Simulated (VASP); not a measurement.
# Zr2SiC2 (I4/mmm) in VASP: notebook, part 2 of 2

VASP 6.6.1.

## Step 3: Single point, PBE

This run uses another cell than the first one, of 16.45 Å³/atom, 1.063 times its volume.

The input, INCAR:

```
PREC     = Accurate       # precision mode
ENCUT    = 520            # plane-wave cutoff, eV
EDIFF    = 1E-6           # SCF threshold, eV
ISMEAR   = 0              # smearing method
SIGMA    = 0.1            # smearing width, eV
LREAL    = False          # projectors in reciprocal space
LASPH    = True           # aspherical terms in the spheres
NELM     = 60             # most SCF steps
ALGO     = Normal         # electronic algorithm
ISIF     = 2              # what is computed and relaxed
LWAVE    = False          # write WAVECAR
LCHARG   = False          # write CHGCAR
GGA      = PE             # functional
NBANDS   = 26             # bands
```

The input, KPOINTS:

```
regular mesh
0
Gamma
  6 6 6
```

The input, POSCAR:

```
Zr2SiC2
1.0
   -2.0141764808      2.0141764808      5.0672615560
    2.0141764808     -2.0141764808      5.0672615560
    2.0141764808      2.0141764808     -5.0672615560
Zr Si C
2 1 2
Direct
    0.6668738002      0.6668738002      0.0000000000
    0.3331261998      0.3331261998      0.0000000000
    0.0000000000      0.0000000000      0.0000000000
    0.2500000000      0.7500000000      0.5000000000
    0.7500000000      0.2500000000      0.5000000000
```

Potentials or basis: VASP PAW PBE potentials, release 64 (Zr_sv, Si, C).

Started as:

```console
$ cat potpaw_PBE.64/Zr_sv/POTCAR potpaw_PBE.64/Si/POTCAR potpaw_PBE.64/C/POTCAR > POTCAR
$ mpirun -np 1 vasp_std > vasp.out
```

OUTCAR:

```text
PREC = Accurate
   ENCUT = 520
   EDIFF = 1E-6
   ISMEAR = 0
   LREAL = False
   LASPH = True
   NELM = 60
   ISIF = 2
   GGA = PE

 ion  position               nearest neighbor table
   1  0.667  0.667  0.000-   4 2.18   5 2.18   4 2.18   5 2.18   2 3.31   2 3.31   2 3.31   2 3.31
                             3 3.31   3 3.31   3 3.31   3 3.31   3 3.38   2 3.38
   2  0.333  0.333  0.000-   4 2.18   5 2.18   4 2.18   5 2.18   1 3.31   1 3.31   1 3.31   1 3.31
                             3 3.31   3 3.31   3 3.31   3 3.31   3 3.38   1 3.38
   3  0.000  0.000  0.000-   1 3.31   1 3.31   1 3.31   2 3.31   1 3.31   2 3.31   2 3.31   2 3.31
                             1 3.38   2 3.38
   4  0.250  0.750  0.500-   2 2.18   1 2.18   2 2.18   1 2.18
   5  0.750  0.250  0.500-   2 2.18   1 2.18   2 2.18   1 2.18

  LATTYP: Found a body centered tetragonal cell.
 ALAT       =     4.0283529616
 C/A-ratio  =     2.5157981956

  Lattice vectors:

 A1 = (  -2.0141764808,   2.0141764808,   5.0672615560)
 A2 = (   2.0141764808,  -2.0141764808,   5.0672615560)
 A3 = (   2.0141764808,   2.0141764808,  -5.0672615560)

Analysis of symmetry for initial positions (statically):
=====================================================================
[... 176 lines left out ...]

  energy without entropy =      -39.59765366  energy(sigma->0) =      -39.60643068

 E-fermi :   7.4491     XC(G=0): -10.7833

 val. band max:        7.4374708811   @ k =  -0.3333   0.3333   0.1667
 cond. band min:       7.4753363989   @ k =  -0.1667   0.1667   0.1667
 fundamental gap:      0.0378655178
 Fermi energy:         7.4490736251

 k-point     1 :       0.0000    0.0000    0.0000
  band No.  band energies     occupation
      1     -41.0222      2.00000
      2     -40.9311      2.00000
      3     -19.3598      2.00000
      4     -19.2399      2.00000
      5     -19.2399      2.00000
      6     -18.9854      2.00000
[... 685 lines left out ...]
     25      12.1533      0.00000
     26      12.7780      0.00000

 [... further k-points ...]
[... 5 lines left out ...]
  --------------------------------------------------------------------------------------
  -------------------------------------------------------------------------------------
  Total       -0.0189817     -0.0189817      0.2281089      0.0000000     -0.0000000      0.0000000
  in kB       -0.3698434     -0.3698434      4.4445164      0.0000000     -0.0000000      0.0000000
  external PRESSURE =       1.2349432 kB  Pullay stress =       0.0000000 kB

 VOLUME and BASIS-vectors are now :
 -----------------------------------------------------------------------------
  energy-cutoff  :      520.00
  volume of cell :       82.23
      direct lattice vectors                 reciprocal lattice vectors
    -2.014176481  2.014176481  5.067261556     0.000000000  0.248240412  0.098672625
     2.014176481 -2.014176481  5.067261556     0.248240412  0.000000000  0.098672625
     2.014176481  2.014176481 -5.067261556     0.248240412  0.248240412  0.000000000

 POSITION                                       TOTAL-FORCE (eV/Angst)
 -----------------------------------------------------------------------------------
      0.00000      0.00000      6.75845         0.000000      0.000000     -0.048978
      0.00000      0.00000      3.37608         0.000000      0.000000      0.048978
      0.00000      0.00000      0.00000        -0.000000     -0.000000      0.000000
      2.01418      0.00000      2.53363        -0.000000     -0.000000      0.000000
      0.00000      2.01418      2.53363        -0.000000     -0.000000     -0.000000
 -----------------------------------------------------------------------------------
    total drift:                               -0.000000     -0.000000      0.000000

  FREE ENERGIE OF THE ION-ELECTRON SYSTEM (eV)
  ---------------------------------------------------
  free  energy   TOTEN  =       -39.6152076961 eV

  energy  without entropy=      -39.5976536625  energy(sigma->0) =      -39.60643068
```

OSZICAR:

```text
N       E                     dE             d eps       ncg     rms          rms(c)
DAV:   1     0.280383996191E+03    0.28038E+03   -0.18234E+04  1560   0.130E+03
DAV:   2    -0.236892318256E+02   -0.30407E+03   -0.29369E+03  1872   0.356E+02
DAV:   3    -0.479932012410E+02   -0.24304E+02   -0.23999E+02  2748   0.814E+01
DAV:   4    -0.493214321110E+02   -0.13282E+01   -0.13255E+01  2134   0.175E+01
DAV:   5    -0.493708169327E+02   -0.49385E-01   -0.49379E-01  2418   0.264E+00    0.331E+01
DAV:   6    -0.410279048296E+02    0.83429E+01   -0.85816E+01  1790   0.364E+01    0.118E+01
DAV:   7    -0.395858289863E+02    0.14421E+01   -0.77486E+00  1766   0.131E+01    0.850E+00
DAV:   8    -0.396331037757E+02   -0.47275E-01   -0.99868E-01  1870   0.463E+00    0.206E+00
DAV:   9    -0.396166286999E+02    0.16475E-01   -0.19577E-01  2368   0.164E+00    0.607E-01
DAV:  10    -0.396173276837E+02   -0.69898E-03   -0.41708E-02  1970   0.942E-01    0.286E-01
DAV:  11    -0.396152620840E+02    0.20656E-02   -0.12993E-02  1930   0.466E-01    0.661E-02
DAV:  12    -0.396152083703E+02    0.53714E-04   -0.69164E-04  1946   0.135E-01    0.250E-02
DAV:  13    -0.396152107285E+02   -0.23582E-05   -0.86912E-05  1994   0.393E-02    0.121E-02
DAV:  14    -0.396152077230E+02    0.30055E-05   -0.14773E-05  1760   0.171E-02    0.471E-03
DAV:  15    -0.396152076961E+02    0.26957E-07   -0.61809E-07  1004   0.533E-03
   1 F= -.39615208E+02 E0= -.39606431E+02  d E =-.175540E-01
```

Run time: 98 s. Hardware: 1 thread of AMD EPYC 9R14 (Zen 4), shared host; peak memory 0.31 GiB.

Results:

| Item | Value |
| --- | --- |
| Free energy | -39.6152 eV |
| Pressure | 0.1 GPa |
| Largest force | 0.049 eV/Å |
| Band gap on the k mesh | zero (band 18 reaches 8.15 eV, above the bottom of band 19 at 7.29 eV) |

Forces in eV/Å, atoms in the order of the input:
```
Zr   0.000  0.000 -0.049
Zr   0.000  0.000  0.049
Si   0.000  0.000  0.000
C    0.000  0.000  0.000
C    0.000  0.000  0.000
```

Caveat: the k points lie up to 0.37 Å⁻¹ apart.
